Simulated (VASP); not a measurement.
A run of VASP 6.6.1:

File INCAR:

```
SYSTEM = I
PREC = Accurate ; ENCUT = 520
EDIFF = 1E-7 ; ISMEAR = 0
SIGMA = 0.1 ; LREAL = .FALSE.
LASPH = .TRUE. ; NELM = 80
ALGO = Normal ; ISIF = 2
LWAVE = .FALSE. ; LCHARG = .FALSE.
GGA = PS ; IVDW = 12
NBANDS = 14
```

File KPOINTS:

```
regular mesh
0
G
  6 6 6
  0 0 0
```

Contents of POSCAR:

```
I
1.0
   -2.0893750000      2.0893750000      2.0893750000
    2.0893750000     -2.0893750000      2.0893750000
    4.7010937500      3.6564062500     -3.6564062500
I
2
Direct
    0.0000000000      0.0000000000      0.0000000000
    0.0000000000     -0.1250000000      0.5000000000
```

Potentials or basis: VASP PAW PBE potentials, release 64 (I).

Run with:

```console
$ cat potpaw_PBE.64/I/POTCAR > POTCAR
$ mpirun -np 1 vasp_std > vasp.out
```

Hardware: 1 thread of Intel(R) Xeon(R) Platinum 8259CL CPU @ 2.50GHz (Skylake/Cascade Lake), on a shared host.

Task: Estimate the wall time of this run.

Result: It took 85 s on 1 thread of Intel(R) Xeon(R) Platinum 8259CL CPU @ 2.50GHz (Skylake/Cascade Lake), on a shared host, peak memory 0.25 GiB. Counts: scf iterations 12, k points 112.
